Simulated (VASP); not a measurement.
# GaN (P6_3mc) in VASP: a series of runs, part 2 of 2

VASP 6.6.1. The steps go on from the part before.

### 4 Vibrations by perturbation theory, PBE

This run uses another cell than the first one, of 10.92 Å³/atom.

The input, INCAR:

```
PREC     = Accurate       # precision mode
ENCUT    = 520            # plane-wave cutoff, eV
EDIFF    = 1E-8           # SCF threshold, eV
ISMEAR   = 0              # smearing method
SIGMA    = 0.01           # smearing width, eV
LREAL    = False          # projectors in reciprocal space
LASPH    = True           # aspherical terms in the spheres
NELM     = 100            # most SCF steps
ALGO     = Normal         # electronic algorithm
ISIF     = 2              # what is computed and relaxed
LWAVE    = False          # write WAVECAR
LCHARG   = False          # write CHGCAR
GGA      = PE             # functional
NBANDS   = 26             # bands
IBRION   = 8              # ionic algorithm
NSW      = 1              # ionic steps
LEPSILON = True           # dielectric tensor by DFPT
```

The input, KPOINTS:

```
regular mesh
0
Gamma
  12 12 6
```

The input, POSCAR:

```
GaN
1.0
    3.1399234451      0.0000000000      0.0000000000
   -1.5699617225      2.7192534694      0.0000000000
    0.0000000000      0.0000000000      5.1159315973
Ga N
2 2
Direct
    0.3333333333      0.6666666667     -0.0007412123
    0.6666666667      0.3333333333      0.4992587877
    0.3333333333      0.6666666667      0.3757412123
    0.6666666667      0.3333333333      0.8757412123
```

Potentials or basis: VASP PAW PBE potentials, release 64 (Ga_d, N).

Command:

```sh
> cat potpaw_PBE.64/Ga_d/POTCAR potpaw_PBE.64/N/POTCAR > POTCAR
> mpirun -np 1 vasp_std > vasp.out
```

OUTCAR:

```text
PREC = Accurate
   ENCUT = 520
   EDIFF = 1E-8
   ISMEAR = 0
   LREAL = False
   LASPH = True
   NELM = 100
   ISIF = 2
   GGA = PE
   IBRION = 8
   NSW = 1
   LEPSILON = True

 ion  position               nearest neighbor table
   1  0.333  0.667  0.999-   4 1.92   4 1.92   4 1.92   3 1.93
   2  0.667  0.333  0.499-   3 1.92   3 1.92   3 1.92   4 1.93
   3  0.333  0.667  0.376-   2 1.92   2 1.92   2 1.92   1 1.93
   4  0.667  0.333  0.876-   1 1.92   1 1.92   1 1.92   2 1.93

  LATTYP: Found a hexagonal cell.
 ALAT       =     3.1399234451
 C/A-ratio  =     1.6293173024

  Lattice vectors:

 A1 = (   3.1399234451,   0.0000000000,   0.0000000000)
 A2 = (  -1.5699617225,   2.7192534694,   0.0000000000)
 A3 = (   0.0000000000,   0.0000000000,   5.1159315973)

Analysis of symmetry for initial positions (statically):
=====================================================================
 Subroutine PRICEL returns:
 Original cell was already a primitive cell.

 Routine SETGRP: Setting up the symmetry group for a
 hexagonal supercell.

 Subroutine GETGRP returns: Found 12 space group operations
 (whereof  6 operations were pure point group operations)
 out of a pool of 24 trial point group operations.
[... 1005 lines left out ...]
  x     0.00000    -0.00000     0.00000    11.71759     0.00000     6.79534
  y    11.71759   -11.71759     0.00000    -0.00000     7.09312     0.00000
  z     6.82939     6.82939   -13.05759     0.00000     0.00000    -0.00000

 SECOND DERIVATIVES (NOT SYMMETRIZED)
 ------------------------------------
               1X          1Y          1Z          2X          2Y          2Z          3X          3Y          3Z          4X          4Y          4Z
  1X   -14.945176   -0.000000   -0.000000    0.516620    0.000000    0.000000    0.821714    0.000000    0.000000   13.606843    0.000000    0.000000
  1Y    -0.000000  -14.945176    0.000000    0.000000    0.516620   -0.000000    0.000000    0.821714    0.000000    0.000000   13.606843    0.000000
  1Z     0.000000    0.000000  -22.292508   -0.000000    0.000000    8.926432    0.000000    0.000000    8.595289    0.000000    0.000000    4.770787
  2X     0.516620    0.000000   -0.000000  -14.945176   -0.000000    0.000000   13.606843    0.000000   -0.000000    0.821714    0.000000   -0.000000
  2Y     0.000000    0.516620    0.000000   -0.000000  -14.945176   -0.000000    0.000000   13.606843   -0.000000    0.000000    0.821714   -0.000000
  2Z     0.000000    0.000000    8.926432    0.000000    0.000000  -22.292508   -0.000000    0.000000    4.770787   -0.000000   -0.000000    8.595289
  3X     0.809484    0.000000    0.000000   13.594355    0.000000   -0.000000  -15.136678   -0.000000   -0.000000    0.732839    0.000000    0.000000
  3Y     0.000000    0.809484   -0.000000    0.000000   13.594355   -0.000000   -0.000000  -15.136678    0.000000    0.000000    0.732839   -0.000000
  3Z     0.000000    0.000000    8.568290    0.000000   -0.000000    4.780451   -0.000000    0.000000  -19.948054    0.000000    0.000000    6.599313
  4X    13.594355    0.000000    0.000000    0.809484    0.000000    0.000000    0.732839    0.000000    0.000000  -15.136678   -0.000000   -0.000000
  4Y     0.000000   13.594355    0.000000    0.000000    0.809484    0.000000    0.000000    0.732839    0.000000   -0.000000  -15.136678   -0.000000
  4Z     0.000000    0.000000    4.780451   -0.000000   -0.000000    8.568290   -0.000000    0.000000    6.599313    0.000000   -0.000000  -19.948054

 Eigenvectors and eigenvalues of the dynamical matrix
 ----------------------------------------------------

   1 f  =   21.584603 THz   135.620060 2PiTHz  719.984855 cm-1    89.266705 meV
             X         Y         Z           dx          dy          dz
     -0.000000  1.812836  5.112140     0.000000    0.000000    0.058855
      1.569962  0.906418  2.554174     0.000000    0.000000   -0.058855
     -0.000000  1.812836  1.922266     0.000000    0.000000   -0.704653
      1.569962  0.906418  4.480232    -0.000000   -0.000000    0.704653
[... 71 lines left out ...]
  12 f/i=    0.005563 THz     0.034952 2PiTHz    0.185554 cm-1     0.023006 meV
             X         Y         Z           dx          dy          dz
     -0.000000  1.812836  5.112140    -0.583449   -0.275415   -0.000000
      1.569962  0.906418  2.554174    -0.583449   -0.275415   -0.000000
     -0.000000  1.812836  1.922266    -0.261678   -0.123524   -0.000000
      1.569962  0.906418  4.480232    -0.261678   -0.123524   -0.000000

--------------------------------------------------------------------------------------------------------

 MACROSCOPIC STATIC DIELECTRIC TENSOR IONIC CONTRIBUTION
 ------------------------------------------------------
           3.874815     0.000000     0.000000
           0.000000     3.874815    -0.000000
           0.000000    -0.000000     4.633107
 ------------------------------------------------------

 ELASTIC MODULI CONTR FROM IONIC RELAXATION (kBar)
 Direction    XX          YY          ZZ          XY          YZ          ZX
 --------------------------------------------------------------------------------
 XX        -893.2219    381.7497    488.3528     -0.0000      0.0000     -0.0000
 YY         381.7497   -893.2219    488.3528     -0.0000     -0.0000      0.0000
 ZZ         488.3528    488.3528   -932.5568      0.0000     -0.0000      0.0000
 XY          -0.0000     -0.0000      0.0000   -637.4858     -0.0000      0.0000
 YZ           0.0000     -0.0000     -0.0000     -0.0000   -224.8300     -0.0000
 ZX          -0.0000      0.0000      0.0000      0.0000     -0.0000   -240.6942
 --------------------------------------------------------------------------------

 PIEZOELECTRIC TENSOR IONIC CONTR  for field in x, y, z        (C/m^2)
          XX          YY          ZZ          XY          YZ          ZX
  --------------------------------------------------------------------------------
  x    -0.00000     0.00000     0.00000    -0.00000    -0.00000    -0.90872
  y     0.00000    -0.00000    -0.00000    -0.00000    -0.87826    -0.00000
  z    -1.02425    -1.02425     1.95590    -0.00000     0.00000    -0.00000
```

OSZICAR:

```text
N       E                     dE             d eps       ncg     rms          rms(c)
DAV:   1     0.276289028118E+03    0.27629E+03   -0.17726E+04  4344   0.263E+03
[... 226 lines left out ...]
RMM:   7    -0.250346873420E+00    0.35533E-05   -0.36688E-06  9676   0.533E-03    0.778E-04
RMM:   8    -0.250341412608E+00    0.54608E-05   -0.29287E-07 10078   0.199E-03    0.267E-04
RMM:   9    -0.250340440853E+00    0.97175E-06    0.43241E-07  9978   0.802E-04    0.482E-05
RMM:  10    -0.250340193139E+00    0.24771E-06   -0.11597E-07 10369   0.336E-04    0.137E-05
RMM:  11    -0.250340264051E+00   -0.70911E-07    0.17997E-08 10632   0.162E-04    0.592E-06
RMM:  12    -0.250340288173E+00   -0.24122E-07   -0.36864E-08 10393   0.109E-04    0.201E-06
RMM:  13    -0.250340281476E+00    0.66972E-08   -0.28827E-08 10864   0.908E-05    0.749E-07
 Linear response finished
```

It took 36 min on 1 thread of Intel Xeon Platinum 8488C (Sapphire Rapids), shared host; peak memory 1 GiB.

Results:

```
Electronic dielectric tensor (diagonal)                 : 5.51, 5.51, 5.69
Born charges (mean of the diagonal)                     : Ga +2.64; N -2.64 e
Highest phonon frequency at Γ, LO-TO splitting left out : 720 cm⁻¹
```

Phonon frequencies in cm⁻¹ (negative: imaginary):
| q point | frequencies |
| --- | --- |
| (0.000, 0.000, 0.000) | 0 0 0 133 133 345 558 580 580 592 592 720 |

Electronic dielectric tensor:
```
5.51 0.00 0.00
0.00 5.51 0.00
0.00 0.00 5.69
```

Born effective charge tensors (e):
atom 1, Ga
```
2.60 0.00 0.00
0.00 2.60 0.00
0.00 0.00 2.73
```
atom 2, Ga
```
2.60 0.00 0.00
0.00 2.60 0.00
0.00 0.00 2.73
```
atom 3, N
```
-2.60  0.00  0.00
 0.00 -2.60  0.00
 0.00  0.00 -2.73
```
atom 4, N
```
-2.60  0.00  0.00
 0.00 -2.60  0.00
 0.00  0.00 -2.73
```

Caveat: the cell stands under pressure or tension, which shifts response properties.
